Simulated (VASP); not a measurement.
Here is a VASP 6.6.1 calculation.

The input INCAR:

```
  ALGO = Normal
  EDIFF = 1E-6
  ENCUT = 520
  ISIF = 2
  ISMEAR = -1
  LASPH = True
  LCHARG = False
  LREAL = False
  LWAVE = False
  NBANDS = 16
  NELM = 60
  PREC = Accurate
  SIGMA = 0.1
```

Contents of KPOINTS:

```
k-points
0
Gamma
  14 14 14
```

POSCAR

```
NbSi
1.0
    2.7613783142      0.0000000000      0.0000000000
    0.0000000000      2.7613783142      0.0000000000
    0.0000000000      0.0000000000      2.7613783142
Nb Si
1 1
Direct
    0.0000000000      0.0000000000      0.0000000000
    0.5000000000      0.5000000000      0.5000000000
```

Potentials or basis: VASP PAW LDA potentials, release 64 (Nb_sv, Si).

Run with:

```bash
$ cat potpaw_LDA.64/Nb_sv/POTCAR potpaw_LDA.64/Si/POTCAR > POTCAR
$ mpirun -np 1 vasp_std > vasp.out
```

**Question.** What does it give for the pressure?

**Answer.** 136.1 GPa.
